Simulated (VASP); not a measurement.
Input of a VASP 6.6.1 run:

The input POSCAR:

```
TePb
1.0
   -0.1773799080      3.2211704148      3.2211704148
    3.2211704148     -0.1773799080      3.2211704148
    3.2211704148      3.2211704148     -0.1773799080
Pb Te
1 1
Direct
    0.0000000000      0.0000000000      0.0000000000
    0.5000000000      0.5000000000      0.5000000000
```

The input INCAR.step1:

```
  ALGO = Normal
  EDIFF = 1E-4
  ENCUT = 520
  GGA = PE
  ISMEAR = 0
  LASPH = T
  LCHARG = F
  LREAL = F
  LWAVE = T
  NBANDS = 17
  NELM = 80
  PREC = Accurate
  SIGMA = 0.01
```

INCAR.step2

```
  ALGO = Normal
  EDIFF = 1E-7
  ENCUT = 520
  ISIF = 2
  ISMEAR = 0
  ISTART = 1
  LASPH = T
  LCHARG = F
  LMIXTAU = T
  LREAL = F
  LWAVE = F
  METAGGA = R2SCAN
  NBANDS = 17
  NELM = 80
  PREC = Accurate
  SIGMA = 0.01
```

KPOINTS

```
k-points
0
Gamma
  8 8 8
```

Potentials or basis: VASP PAW PBE potentials, release 64 (Pb_d, Te).

Launch:

```sh
$ cat potpaw_PBE.64/Pb_d/POTCAR potpaw_PBE.64/Te/POTCAR > POTCAR
$ cp INCAR.step1 INCAR
$ mpirun -np 1 vasp_std > vasp.out
$ cp INCAR.step2 INCAR
$ mpirun -np 1 vasp_std > vasp.out
```

Q: What does it give for the pressure?

A: -1.5 GPa.

Q: Predict the band gap on the k mesh.

A: 0.64 eV (least direct gap 1.02 eV).

Stress tensor (GPa, compression positive):
```
-1.49  0.75  0.75
 0.75 -1.49  0.75
 0.75  0.75 -1.49
```

Caveat: the cell differs from its parent crystal (epitaxial 111 strain +4.0%); the structure was generated, so it needn't be the stable form of TePb; the PAW data sets were made with another functional, which shifts forces and pressure a little; spin-orbit coupling is left out, which moves the levels of the heavy elements. A k mesh can miss the band edges.
